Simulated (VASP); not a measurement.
Write the native input for VASP 6.6.1 that does the following.

| Item | Value |
| --- | --- |
| Task | single point |
| Functional | LDA |
| Potentials or basis | VASP PAW LDA potentials, release 64 (Mo_sv, S) |
| Cutoff | 520 eV |
| k mesh | 10 × 10 × 3 |
| Occupations | fermi-dirac, width 0.03 eV |
| Spin | no spin polarisation |
| Dipole correction | no |
| Further INCAR settings | ALGO = Normal; EDIFF = 1e-06; NBANDS = 35 |

The structure of MoS2 lies in POSCAR:

```
MoS2
1.0
    3.2558316496      0.0000000000      0.0000000000
   -1.6279158248      2.8196329190      0.0000000000
    0.0000000000      0.0000000000     12.2950000000
Mo S
2 4
Direct
    0.3333333333      0.6666666667      0.2500000000
    0.6666666667      0.3333333333      0.7500000000
    0.3333333333      0.6666666667      0.6275000000
    0.6666666667      0.3333333333      0.1275000000
    0.3333333333      0.6666666667      0.8725000000
    0.6666666667      0.3333333333      0.3725000000
```

This cell differs from its parent crystal: equal xx and yy strain of +3 %.

The input as run:

INCAR

```
SYSTEM = MoS2
PREC = Accurate ; ENCUT = 520
EDIFF = 1E-6 ; ISMEAR = -1
SIGMA = 0.03 ; LREAL = .FALSE.
LASPH = .TRUE. ; NELM = 80
ALGO = Normal ; ISIF = 2
LWAVE = .FALSE. ; LCHARG = .FALSE.
NBANDS = 35
```

KPOINTS

```
regular mesh
0
G
  10 10 3
  0 0 0
```

Potentials or basis: VASP PAW LDA potentials, release 64 (Mo_sv, S).

The run is started by

```bash
$ cat potpaw_LDA.64/Mo_sv/POTCAR potpaw_LDA.64/S/POTCAR > POTCAR
$ mpirun -np 1 vasp_std > vasp.out
```

Results of the run:

| Property | Result |
| --- | --- |
| Pressure | -7.0 GPa |
| Largest force | 0.133 eV/Å |
| Band gap on the k mesh | 0.49 eV (least direct gap 1.63 eV) |

Caveat: the cell differs from its parent crystal (equal xx and yy strain of +3 %); the stress differs along the axes, from -10 to -0 GPa.

Run time: 57 s on 1 thread of AMD EPYC 9R45 (Zen 5) (shared host), peak memory 0.2 GiB.
